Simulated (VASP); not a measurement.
Bi, 1 atom in the cell. It takes space group Pm-3m (No. 221, cubic). The conventional cell has a = 3.298 Å, b = 3.298 Å, c = 3.298 Å, α = 90.00°, β = 90.00°, γ = 90.00°. Within 4.3 Å of Bi (site symmetry m-3m) lie 6 Bi at 3.30 Å. This isn't the form of Bi at room conditions, which is rhombohedral.

| Property | Result |
| --- | --- |
| Program | VASP 6.6.1 |
| Task | single point |
| Functional | PBE |
| Potentials or basis | VASP PAW PBE potentials, release 64 (Bi_d) |
| Cutoff | 520 eV |
| k mesh | 17 × 17 × 17 |
| Occupations | fermi-dirac, width 0.0612256 eV |
| Spin | no spin polarisation |
| Dipole correction | no |
| Further INCAR settings | ALGO = Normal; EDIFF = 1e-06; NBANDS = 14 |

Potentials or basis: VASP PAW PBE potentials, release 64 (Bi_d).

Command:

```bash
$ cat potpaw_PBE.64/Bi_d/POTCAR > POTCAR
$ mpirun -np 1 vasp_std > vasp.out
```

Hardware: 1 thread of Intel Xeon 8259CL (shared host).

Estimate the wall time of this run.

Wall time 88 s on 1 thread of Intel Xeon 8259CL, on a shared host, peak memory 0.21 GiB. Counts: scf iterations 11, k points 165.
